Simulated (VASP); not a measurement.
Input of a VASP 6.6.1 run:

Contents of POSCAR:

```
HfN
1.0
    0.0000000000      2.2165437743      2.2165437743
    2.2165437743      0.0000000000      2.2165437743
    2.2165437743      2.2165437743      0.0000000000
Hf N
1 1
Direct
    0.0000000000      0.0000000000      0.0000000000
    0.5000000000      0.5000000000      0.5000000000
```

File INCAR.step1:

```
SYSTEM = HfN
PREC     = Accurate       ! precision mode
ENCUT    = 520            ! plane-wave cutoff, eV
ISMEAR   = 0              ! smearing method
SIGMA    = 0.1            ! smearing width, eV
LREAL    = .False.        ! projectors in reciprocal space
LASPH    = .True.         ! aspherical terms in the spheres
NELM     = 60             ! most SCF steps
NBANDS   = 14             ! bands
GGA      = PE             ! functional
ALGO     = Normal         ! electronic algorithm
EDIFF    = 1E-4           ! SCF threshold, eV
LWAVE    = .True.         ! write WAVECAR
LCHARG   = .False.        ! write CHGCAR
```

INCAR.step2

```
SYSTEM = HfN
PREC     = Accurate       ! precision mode
ENCUT    = 520            ! plane-wave cutoff, eV
EDIFF    = 1E-6           ! SCF threshold, eV
ISMEAR   = 0              ! smearing method
SIGMA    = 0.1            ! smearing width, eV
LREAL    = .False.        ! projectors in reciprocal space
LASPH    = .True.         ! aspherical terms in the spheres
NELM     = 60             ! most SCF steps
ALGO     = Normal         ! electronic algorithm
ISIF     = 2              ! what is computed and relaxed
LWAVE    = .False.        ! write WAVECAR
LCHARG   = .False.        ! write CHGCAR
METAGGA  = R2SCAN         ! meta-GGA
LMIXTAU  = .True.       
NBANDS   = 14             ! bands
ISTART   = 1
```

Contents of KPOINTS:

```
Automatic mesh
0
Gamma
  16 16 16
  0 0 0
```

Potentials or basis: VASP PAW PBE potentials, release 64 (Hf_pv, N).

The run is started by

```console
$ cat potpaw_PBE.64/Hf_pv/POTCAR potpaw_PBE.64/N/POTCAR > POTCAR
$ cp INCAR.step1 INCAR
$ mpirun -np 1 vasp_std > vasp.out
$ cp INCAR.step2 INCAR
$ mpirun -np 1 vasp_std > vasp.out
```

(1) Predict the band gap on the k mesh.

(2) What does it give for the pressure?

## Answers

(1) zero (an odd number of electrons rules out a gap without spin polarisation).

(2) 17.1 GPa.

Caveat: the cell stands under pressure; the PAW data sets were made with another functional, which shifts forces and pressure a little; spin-orbit coupling is left out, which moves the levels of the heavy elements.
